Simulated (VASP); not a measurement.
Runs of VASP 6.6.1 on Pt. The structure is that of space group P6_3/mmc (No. 194), or close to it. The cells are those of the table. This isn't the form of Pt at room conditions, which is fcc.

```tsv
cell	gap on the mesh (eV)	pressure (GPa)
a = 2.534, b = 2.534, c = 4.628 Å, angles 90.0, 90.0, 120.0°, 2 atoms	none	(b)
a = 2.852, b = 2.852, c = 4.864 Å, angles 90.0, 90.0, 120.0°, 2 atoms	none	-25.4
a = 2.534, b = 2.534, c = 4.472 Å, angles 90.0, 90.0, 120.0°, 2 atoms	none	94.8
a = 2.916, b = 2.916, c = 4.707 Å, angles 90.0, 90.0, 120.0°, 2 atoms	none	-26.6
a = 2.534, b = 2.534, c = 4.785 Å, angles 90.0, 90.0, 120.0°, 2 atoms	none	(c)
a = 2.534, b = 2.534, c = 4.942 Å, angles 90.0, 90.0, 120.0°, 2 atoms	none	(a)
a = 2.534, b = 2.534, c = 4.550 Å, angles 90.0, 90.0, 120.0°, 2 atoms	none	84.1
a = 2.916, b = 2.916, c = 4.864 Å, angles 90.0, 90.0, 120.0°, 2 atoms	none	-30.3
```

Alike in all rows: task single point; level PBEsol; potentials or basis VASP PAW PBE potentials, release 64 (Pt); no spin polarisation; k mesh 18 × 18 × 10; cutoff (eV) 520; smearing gaussian 0.15 eV.

Task: Estimate the missing entries.

Result: (a) 47.6; (b) 74.7; (c) 59.3.

Caveats: the PAW data sets were made with another functional, which shifts forces and pressure a little; spin-orbit coupling is left out, which moves the levels of the heavy elements; the cell stands under tension (at least some runs); the stress differs along the axes, from 47 to 89 GPa (at least some runs); the stress differs along the axes, from 78 to 103 GPa (at least some runs); the stress differs along the axes, from -28 to -23 GPa (at least some runs); the stress differs along the axes, from 24 to 77 GPa (at least some runs).

A k mesh can miss the band edges, and the runs leave out spin-orbit coupling on Pt.

A gap of «none» marks levels without a gap at the run's occupations.
